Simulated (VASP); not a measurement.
Write the native input for VASP 6.6.1 that does the following.

- Task: relaxation of cell and atoms
- Functional: LDA
- Potentials or basis: VASP PAW LDA potentials, release 64 (Nb_sv)
- Cutoff: 600 eV
- k mesh: 18 × 18 × 18
- Occupations: fermi-dirac, width 0.15 eV
- Spin: no spin polarisation
- Dipole correction: no
- Further INCAR settings: ALGO = Normal; EDIFF = 1e-06; IBRION = 2; EDIFFG = -0.001; NSW = 80; ISIF = 3

The structure of Nb lies in POSCAR:

```
Nb
1.0
   -1.6234717769      1.6234717769      1.6234717769
    1.6234717769     -1.6234717769      1.6234717769
    1.6234717769      1.6234717769     -1.6234717769
Nb
1
Direct
    0.0000000000      0.0000000000      0.0000000000
```

The input as run:

INCAR

```
PREC = Accurate ; ENCUT = 600
EDIFF = 1E-6 ; ISMEAR = -1
SIGMA = 0.15 ; LREAL = False
LASPH = True ; NELM = 60
ALGO = Normal ; ISIF = 3
LWAVE = False ; LCHARG = False
IBRION = 2 ; NSW = 80
EDIFFG = -0.001
```

KPOINTS

```
Automatic mesh
0
Gamma
  18 18 18
```

Potentials or basis: VASP PAW LDA potentials, release 64 (Nb_sv).

Command:

```sh
$ cat potpaw_LDA.64/Nb_sv/POTCAR > POTCAR
$ mpirun -np 1 vasp_std > vasp.out
```

Results of the run:

```
Relaxed volume                        : 17.16 Å³/atom
Relaxed cell                          : a = 2.815 Å, b = 2.815 Å, c = 2.815 Å, α = 109.47°, β = 109.47°, γ = 109.47°
Space group after relaxing (to 0.1 Å) : Im-3m (No. 229)
Energy gained by relaxing             : 0.1 meV/atom
Ionic steps                           : 3
Pressure after relaxing               : 0.0 GPa
Band gap on the k mesh                : zero (an odd number of electrons rules out a gap without spin polarisation)
```

Run time: 88 s on 1 thread of Intel Xeon 8259CL, with other jobs on the host, peak memory 0.17 GiB.
